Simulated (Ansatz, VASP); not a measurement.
**One calculation of Mo3As4, two programs**

File INCAR:

```
SYSTEM = Mo3As4
ALGO = Normal
EDIFF = 1E-6
ENCUT = 520
GGA = CA
ISIF = 2
ISMEAR = -1
LASPH = .TRUE.
LCHARG = .FALSE.
LREAL = .FALSE.
LUSENCCL = .FALSE.
LWAVE = .FALSE.
NBANDS = 75
NELM = 100
PREC = Accurate
SIGMA = 0.0202
```

KPOINTS

```
k-points
0
G
  5 5 5
  0 0 0
```

Contents of POSCAR:

```
Mo3As4
1.0
    4.5940160000      2.6523530000      3.5124930000
   -4.5940160000      2.6523530000      3.5124930000
    0.0000000000     -5.3047150000      3.5124930000
Mo As
6 8
Direct
    0.9552100000      0.2599100000      0.0815200000
    0.0815200000      0.9552100000      0.2599100000
    0.2599100000      0.0815200000      0.9552100000
    0.0447900000      0.7400900000      0.9184800000
    0.9184800000      0.0447900000      0.7400900000
    0.7400900000      0.9184800000      0.0447900000
    0.2911200000      0.2911200000      0.2911200000
    0.7088800000      0.7088800000      0.7088800000
    0.8774200000      0.6185600000      0.2449900000
    0.2449900000      0.8774200000      0.6185600000
    0.6185600000      0.2449900000      0.8774200000
    0.1225800000      0.3814400000      0.7550100000
    0.7550100000      0.1225800000      0.3814400000
    0.3814400000      0.7550100000      0.1225800000
```

Input for Ansatz:

```yaml
crystal:
  lattice:
    - [4.594016, 2.652353, 3.512493]
    - [-4.594016, 2.652353, 3.512493]
    - [0.0, -5.304715, 3.512493]
  atoms:
    - { symbol: Mo, position: [0.95521, 0.25991, 0.08152] }
    - { symbol: Mo, position: [0.08152, 0.95521, 0.25991] }
    - { symbol: Mo, position: [0.25991, 0.08152, 0.95521] }
    - { symbol: Mo, position: [0.04479, 0.74009, 0.91848] }
    - { symbol: Mo, position: [0.91848, 0.04479, 0.74009] }
    - { symbol: Mo, position: [0.74009, 0.91848, 0.04479] }
    - { symbol: As, position: [0.29112, 0.29112, 0.29112] }
    - { symbol: As, position: [0.70888, 0.70888, 0.70888] }
    - { symbol: As, position: [0.87742, 0.61856, 0.24499] }
    - { symbol: As, position: [0.24499, 0.87742, 0.61856] }
    - { symbol: As, position: [0.61856, 0.24499, 0.87742] }
    - { symbol: As, position: [0.12258, 0.38144, 0.75501] }
    - { symbol: As, position: [0.75501, 0.12258, 0.38144] }
    - { symbol: As, position: [0.38144, 0.75501, 0.12258] }
  symmetry: { tolerance: 0.0003 }
kpoints:
  mp_grid: { grid: [5, 5, 5], shift: [0, 0, 0] }
  band_path:
    path:
      - [0.0, 0.0, 0.0]
      - [0.5, 0.0, 0.0]
      - [0.5, -0.5, 0.5]
      - [0.45895804, -0.54104196, 0.45895804]
      - [0.45895804, 0.45895804, 0.45895804]
      - [0.0, 0.0, 0.0]
      - [0.5, -0.5, 0.0]
    npoints: 10
magnetization:
  spin_polarized: false
scf:
  occupations: { method: fermi_dirac, width: 0.0202 }
  lower_state_search: "off"
  max_iter: 200
hamiltonian:
  pseudopotentials: { kind: paw }
  xc: lda
basis:
  ecutwfc: 420
  fft_grid_basis: typed
output:
  forces: true
  stress: true
  eigenvalues: true
  bader: true
  populations: true
  elf: true
  write_potential: true
  volumetric_format: npy
  dos:
    e_range: [-12, 8]
    de: 0.05
    projected: { site_lists: { As: [As], Mo: [Mo] } }
checkpoint:
  read: saved_state
```

Alike in both runs: task single point; functional LDA; k mesh 5 × 5 × 5; occupations fermi-dirac, width 0.0202 eV; no spin polarisation.

|  | VASP | Ansatz |
| --- | --- | --- |
| version | VASP 6.6.1 | Ansatz 0.2.0 |
| potentials or method | VASP PAW LDA potentials, release 64 (Mo_sv, As), cutoff 520 eV | PAW plane waves |
| valence electrons in the cell | 124 | 204 |

|  | VASP | Ansatz | Ansatz less VASP |
| --- | --- | --- | --- |
| pressure (GPa) | 22.4 | 21.3 | -1.04 |
| traceless stress, the component that is largest in VASP (GPa) | 1.76 | 1.82 | +0.062 |
| rms of the force components (eV/Å) | 2.724 | 2.644 | -0.0792 |

LDA's correlation is that of Perdew and Zunger in VASP and of Perdew and Wang (1992) in Ansatz. Atom by atom the forces differ by 0.082 eV/Å (rms over components). VASP's potentials hold 124 valence electrons a cell and Ansatz's 204, so a difference there can come from the potentials and not from the codes. Ansatz's warnings: structure snapped to symmetry.
